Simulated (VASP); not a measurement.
PbSe: single point with PBE

The system is PbSe.

```
Pb Se
1.0
     0.00000    3.18298    3.18298
     3.18298    0.00000    3.18298
     3.18298    3.18298    0.00000
Pb Se
1 1
Direct
  0.00000 0.00000 0.00000
  0.50000 0.50000 0.50000
```

This cell differs from its parent crystal: strained.

* Program: VASP 6.6.1
* Task: single point
* Functional: PBE
* Potentials or basis: VASP PAW PBE potentials, release 64 (Pb_d, Se)
* Cutoff: 520 eV
* k mesh: 10 × 10 × 10
* Occupations: gaussian, width 0.05 eV
* Spin: no spin polarisation
* Dipole correction: no
* Further INCAR settings: ALGO = Normal; EDIFF = 1e-06; NBANDS = 17

```
Pressure               : -2.8 GPa
Band gap on the k mesh : 0.62 eV, direct
```

Levels at points of the mesh, in eV from the valence-band top:
```tsv
k point	band 8	band 9	band 10	band 11	band 12	band 13
(0.00, 0.00, 0.00)	-1.31	-1.31	-1.31	4.51	4.51	4.51
(0.50, 0.00, 0.00)	-0.97	-0.97	0.00	0.62	1.98	1.98
(0.50, 0.50, 0.00)	-3.99	-2.47	-2.47	4.23	5.23	5.23
```

Run time: 18 s on 1 thread of Intel(R) Xeon(R) 6975P-C (Granite Rapids), on a shared host, peak memory 0.23 GiB.

Caveat: the cell differs from its parent crystal (strained); spin-orbit coupling is left out, which moves the levels of the heavy elements. A k mesh can miss the band edges.
